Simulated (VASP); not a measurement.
# ZnO (P6_3mc) in VASP: further runs

ZnO is run at these levels: LDA; tasks: single point.

All numbers are computed with VASP 6.6.1; they aren't measurements. Logs are shortened: lines on timing, memory, paths and dates and some standing lists are left out, and cuts for length are marked.

## 1. The cell of the first run

The structure is hexagonal, space group P6_3mc (No. 186). The conventional cell has a = 3.123 Å, b = 3.123 Å, c = 5.256 Å, α = 90.00°, β = 90.00°, γ = 120.00°. Within 2.6 Å of Zn (site symmetry 3m) lie 4 O at 1.93 Å. Within 2.6 Å of O (site symmetry 3m) lie 4 Zn at 1.93 Å.

## 2. Single point, LDA (in-plane strain -0.02, then relaxed in part)

The input, INCAR:

```
PREC = Accurate ; ENCUT = 1340
EDIFF = 1E-6 ; ISMEAR = 0
SIGMA = 0.01 ; LREAL = F
LASPH = T ; NELM = 120
ALGO = Normal ; ISIF = 2
LWAVE = F ; LCHARG = F
NBANDS = 26 ; GGA_COMPAT = F
```

The input, KPOINTS:

```
Automatic mesh
0
Gamma
  8 8 4
```

The input, POSCAR:

```
ZnO
1.0
    3.1234029347      0.0000000000      0.0000000000
   -1.5617014674      2.7049462877      0.0000000000
    0.0000000000      0.0000000000      5.2561863019
Zn O
2 2
Direct
    0.3333333333      0.6666666667      0.5055715830
    0.6666666667      0.3333333333      0.0055715830
    0.6666666667      0.3333333333      0.3734384170
    0.3333333333      0.6666666667      0.8734384170
```

Potentials or basis: VASP PAW LDA potentials, release 64 (Zn, O_h).

Run with:

```console
$ cat potpaw_LDA.64/Zn/POTCAR potpaw_LDA.64/O_h/POTCAR > POTCAR
$ mpirun -np 1 vasp_std > vasp.out
```

OUTCAR:

```text
PREC = Accurate
   ENCUT = 1340
   EDIFF = 1E-6
   ISMEAR = 0
   LREAL = F
   LASPH = T
   NELM = 120
   ISIF = 2

 ion  position               nearest neighbor table
   1  0.333  0.667  0.506-   3 1.93   3 1.93   3 1.93   4 1.93
   2  0.667  0.333  0.006-   4 1.93   4 1.93   4 1.93   3 1.93
   3  0.667  0.333  0.373-   1 1.93   1 1.93   1 1.93   2 1.93
   4  0.333  0.667  0.873-   2 1.93   2 1.93   2 1.93   1 1.93

  LATTYP: Found a hexagonal cell.
 ALAT       =     3.1234029347
 C/A-ratio  =     1.6828396501

  Lattice vectors:

 A1 = (   3.1234029347,   0.0000000000,   0.0000000000)
 A2 = (  -1.5617014674,   2.7049462877,   0.0000000000)
 A3 = (   0.0000000000,   0.0000000000,   5.2561863019)

Analysis of symmetry for initial positions (statically):
=====================================================================
 Subroutine PRICEL returns:
 Original cell was already a primitive cell.

 Routine SETGRP: Setting up the symmetry group for a
 hexagonal supercell.

 Subroutine GETGRP returns: Found 12 space group operations
 (whereof  6 operations were pure point group operations)
 out of a pool of 24 trial point group operations.

The static configuration has the point symmetry C_3v.
 The point group associated with its full space group is C_6v.

Analysis of symmetry for dynamics (positions and initial velocities):
=====================================================================
 Subroutine PRICEL returns:
 Original cell was already a primitive cell.

 Routine SETGRP: Setting up the symmetry group for a
 hexagonal supercell.

 Subroutine GETGRP returns: Found 12 space group operations
 (whereof  6 operations were pure point group operations)
 out of a pool of 24 trial point group operations.

The dynamic configuration has the point symmetry C_3v.
 The point group associated with its full space group is C_6v.

 Subroutine INISYM returns: Found 12 space group operations
 (whereof  6 operations are pure point group operations),
 and found     1 'primitive' translations

----------------------------------------------------------------------------------------

                                     Primitive cell

  volume of cell :      44.4076

  direct lattice vectors                    reciprocal lattice vectors
     3.123402935  0.000000000  0.000000000     0.320163623  0.184846554  0.000000000
    -1.561701467  2.704946288  0.000000000     0.000000000  0.369693108  0.000000000
     0.000000000  0.000000000  5.256186302     0.000000000  0.000000000  0.190252008

  length of vectors
     3.123402935  3.123402935  5.256186302     0.369693108  0.369693108  0.190252008

  position of ions in fractional coordinates (direct lattice)
     0.333333333  0.666666667  0.505571583
     0.666666667  0.333333333  0.005571583
     0.666666667  0.333333333  0.373438417
     0.333333333  0.666666667  0.873438417

  ion indices of the primitive-cell ions
   primitive index   ion index
                 1           1
                 2           2
                 3           3
                 4           4

----------------------------------------------------------------------------------------

 KPOINTS: Automatic mesh

Automatic generation of k-mesh.
 Grid dimensions read from file:
 generate k-points for:    8    8    4

 Generating k-lattice:

  Cartesian coordinates                     Fractional coordinates (reciprocal lattice)
     0.040020453  0.023105819  0.000000000     0.125000000  0.000000000  0.000000000
     0.000000000  0.046211638  0.000000000     0.000000000  0.125000000  0.000000000
     0.000000000  0.000000000  0.047563002     0.000000000  0.000000000  0.250000000

  Length of vectors
     0.046211638  0.046211638  0.047563002

  Shift w.r.t. Gamma in fractional coordinates (k-lattice)
     0.000000000  0.000000000  0.000000000

 Subroutine IBZKPT returns following result:
 ===========================================

 Found     30 irreducible k-points:

 Following reciprocal coordinates:
            Coordinates               Weight
  0.000000  0.000000  0.000000      1.000000
  0.125000  0.000000  0.000000      6.000000
  0.250000  0.000000  0.000000      6.000000
  0.375000  0.000000  0.000000      6.000000
  0.500000  0.000000  0.000000      3.000000
  0.125000  0.125000  0.000000      6.000000
[... 16 lines left out ...]
  0.250000  0.000000  0.500000      6.000000
  0.375000  0.000000  0.500000      6.000000
 [... further k-points ...]
   k-points           NKPTS =     30   k-points in BZ     NKDIM =     30   number of bands    NBANDS=     26
   number of dos      NEDOS =    301   number of ions     NIONS =      4
   total plane-waves  NPLWV = 102400
   dimension x,y,z NGX =    40 NGY =   40 NGZ =   64
   dimension x,y,z NGXF=    80 NGYF=   80 NGZF=  128
   ions per type =               2   2
   NGX,Y,Z   is equivalent  to a cutoff of  21.29, 21.29, 20.24 a.u.
   NGXF,Y,Z  is equivalent  to a cutoff of  42.58, 42.58, 40.48 a.u.
 SYSTEM =  unknown system
   PREC   = accura    normal or accurate (medium, high low for compatibility)
   ISTART =      0    job   : 0-new  1-cont  2-samecut
   ICHARG =      2    charge: 1-file 2-atom 10-const
   ISPIN  =      1    spin polarized calculation?
   LNONCOLLINEAR =      F non collinear calculations
   LSORBIT =      F    spin-orbit coupling
   LASPH  =      T    aspherical Exc in radial PAW
   ENCUT  = 1340.0 eV  98.49 Ry    9.92 a.u.   9.32  9.32 15.69*2*pi/ulx,y,z
   NELM   =    120;   NELMIN=  2; NELMDL= -5     # of ELM steps
   EDIFF  = 0.1E-05   stopping-criterion for ELM
   LREAL  =      F    real-space projection
   EDIFFG = 0.1E-04   stopping-criterion for IOM
   NSW    =      0    number of steps for IOM
   IBRION =     -1    ionic relax: 0-MD 1-quasi-New 2-CG
   NFREE  =      0    steps in history (QN), initial steepest desc. (CG)
   ISIF   =      2    stress and relaxation
   ISYM   =      2    0-nonsym 1-usesym 2-fastsym
   POTIM  = 0.5000    time-step for ionic-motion
   TEBEG  =    0.0;   TEEND  =   0.0 temperature during run
   PSTRESS=    0.0 pullay stress
   NELECT =      36.0000    total number of electrons
   NUPDOWN=      -1.0000    fix difference up-down
   EMIN   =  10.00;   EMAX   =-10.00  energy-range for DOS
   EFERMI =   0.00;   METHOD = LEGACY
   ISMEAR =     0;   SIGMA  =   0.01  broadening in eV -4-tet -1-fermi 0-gaus
   EFERMI_NEDOS =   21; number of points for ismear=-14 and -15
   IALGO  =     38    algorithm
   IMIX   =      4    mixing-type and parameters
     AMIX     =   0.40;   BMIX     =  1.00
     AMIX_MAG =   1.60;   BMIX_MAG =  1.00
  volume/ion in A,a.u.               =      11.10        74.92
  Fermi-wavevector in a.u.,A,eV,Ry     =   1.526476  2.884621 31.703312  2.330128
  Thomas-Fermi vector in A             =   2.634504
   LORBIT       =      0    0 simple, 1 ext, 2 COOP (PROOUT), +10 PAW based schemes
   GGA     = CA    functional components
   LHFCALC =     F    Hartree Fock is set to
   AEXX    =    0.0000 exact exchange contribution
   IVDW    =     0    specifies the selected vdW correction
   LEPSILON=     F    determine dielectric tensor
   LRPA    =     F    only Hartree local field effects (RPA)
 non-spin polarized calculation
 Gauss-broadening in eV      SIGMA  =   0.01
  energy-cutoff  :     1340.00
  volume of cell :       44.41
 maximum number of plane-waves:      4976
 NGX is ok and might be reduce to    40
   NGX = 19   NGY = 19   NGZ = 31

 number of electron      36.0000000 magnetization

 Free energy of the ion-electron system (eV)
  ---------------------------------------------------
  ext. energy  EPLUGINS =         0.00000000
  ---------------------------------------------------
  free energy    TOTEN  =       -21.13986431 eV

  energy without entropy =      -21.13986431  energy(sigma->0) =      -21.13986431

 E-fermi :   2.0123     XC(G=0): -11.8456

 val. band max:        1.9185955014   @ k =   0.0000   0.0000   0.0000
 cond. band min:       2.7030828072   @ k =   0.0000   0.0000   0.0000
 fundamental gap:      0.7844873058
 Fermi energy:         2.0123148875

 k-point     1 :       0.0000    0.0000    0.0000
  band No.  band energies     occupation
      1     -16.4942      2.00000
      2     -15.6746      2.00000
      3      -4.5576      2.00000
      4      -4.3377      2.00000
      5      -4.2027      2.00000
      6      -4.2027      2.00000
[... 18 lines left out ...]
     25      16.7043      0.00000
     26      16.7043      0.00000

 k-point     2 :       0.1250    0.0000    0.0000
  band No.  band energies     occupation
      1     -16.3876      2.00000
      2     -15.6216      2.00000
      3      -4.4267      2.00000
      4      -4.2900      2.00000
      5      -4.2715      2.00000
      6      -4.1557      2.00000
[... 18 lines left out ...]
     25      15.8107      0.00000
     26      16.8013      0.00000

 k-point     3 :       0.2500    0.0000    0.0000
  band No.  band energies     occupation
      1     -16.1120      2.00000
      2     -15.4995      2.00000
      3      -4.5823      2.00000
      4      -4.2131      2.00000
      5      -4.0605      2.00000
      6      -4.0301      2.00000
[... 18 lines left out ...]
     25      15.6600      0.00000
     26      16.5157      0.00000

 k-point     4 :       0.3750    0.0000    0.0000
  band No.  band energies     occupation
      1     -15.7940      2.00000
      2     -15.4004      2.00000
      3      -4.6740      2.00000
      4      -4.3003      2.00000
      5      -3.9995      2.00000
      6      -3.7739      2.00000
[... 18 lines left out ...]
     25      15.3150      0.00000
     26      16.5833      0.00000
[... 496 lines left out ...]
      1     -16.0170      2.00000
      2     -16.0170      2.00000
      3      -4.6474      2.00000
      4      -4.6474      2.00000
      5      -4.0936      2.00000
      6      -4.0936      2.00000
[... 18 lines left out ...]
     25      15.8063      0.00000
     26      15.8063      0.00000

 k-point    23 :       0.2500    0.0000    0.5000
  band No.  band energies     occupation
      1     -15.8095      2.00000
      2     -15.8095      2.00000
      3      -4.7112      2.00000
      4      -4.7112      2.00000
      5      -3.9773      2.00000
      6      -3.9773      2.00000
[... 18 lines left out ...]
     25      15.9252      0.00000
     26      15.9252      0.00000

 k-point    24 :       0.3750    0.0000    0.5000
  band No.  band energies     occupation
      1     -15.5923      2.00000
      2     -15.5923      2.00000
      3      -4.7764      2.00000
      4      -4.7764      2.00000
      5      -3.7854      2.00000
      6      -3.7854      2.00000
[... 18 lines left out ...]
     25      15.9227      0.00000
     26      15.9227      0.00000

 [... further k-points ...]
[... 5 lines left out ...]
  --------------------------------------------------------------------------------------
  -------------------------------------------------------------------------------------
  Total        1.6542879      1.6542879      0.3526375     -0.0000000      0.0000000      0.0000000
  in kB       59.6848725     59.6848725     12.7227713     -0.0000000      0.0000000      0.0000000
  external PRESSURE =      44.0308388 kB  Pullay stress =       0.0000000 kB

 VOLUME and BASIS-vectors are now :
 -----------------------------------------------------------------------------
  energy-cutoff  :     1340.00
  volume of cell :       44.41
      direct lattice vectors                 reciprocal lattice vectors
     3.123402935  0.000000000  0.000000000     0.320163623  0.184846554  0.000000000
    -1.561701467  2.704946288  0.000000000     0.000000000  0.369693108  0.000000000
     0.000000000  0.000000000  5.256186302     0.000000000  0.000000000  0.190252008

 POSITION                                       TOTAL-FORCE (eV/Angst)
 -----------------------------------------------------------------------------------
     -0.00000      1.80330      2.65738         0.000000      0.000000      0.008457
      1.56170      0.90165      0.02929         0.000000      0.000000      0.008457
      1.56170      0.90165      1.96286        -0.000000      0.000000     -0.008457
     -0.00000      1.80330      4.59096         0.000000     -0.000000     -0.008457
 -----------------------------------------------------------------------------------
    total drift:                                0.000000     -0.000000      0.000178

  FREE ENERGIE OF THE ION-ELECTRON SYSTEM (eV)
  ---------------------------------------------------
  free  energy   TOTEN  =       -21.1398643132 eV

  energy  without entropy=      -21.1398643132  energy(sigma->0) =      -21.13986431
```

Run time: 69 s. Hardware: 1 thread of AMD EPYC 9R45 (Zen 5), shared host; peak memory 0.29 GiB.

What came out:

| Property | Result |
| --- | --- |
| Free energy | -21.1399 eV |
| Pressure | 4.4 GPa |
| Largest force | 0.008 eV/Å |
| Band gap on the k mesh | 0.78 eV |

Forces on the atoms (eV/Å):
```
Zn   0.000  0.000  0.008
Zn   0.000  0.000  0.008
O    0.000  0.000 -0.008
O    0.000  0.000 -0.008
```

Stress tensor (GPa, compression positive):
```
5.97 0.00 0.00
0.00 5.97 0.00
0.00 0.00 1.27
```

Caveat: the cell differs from its parent crystal (in-plane strain -0.02, then relaxed in part); the cell stands under pressure; semilocal functionals underestimate gaps, and a narrow one can read as zero.

(Part 1 of 2 ends here.)
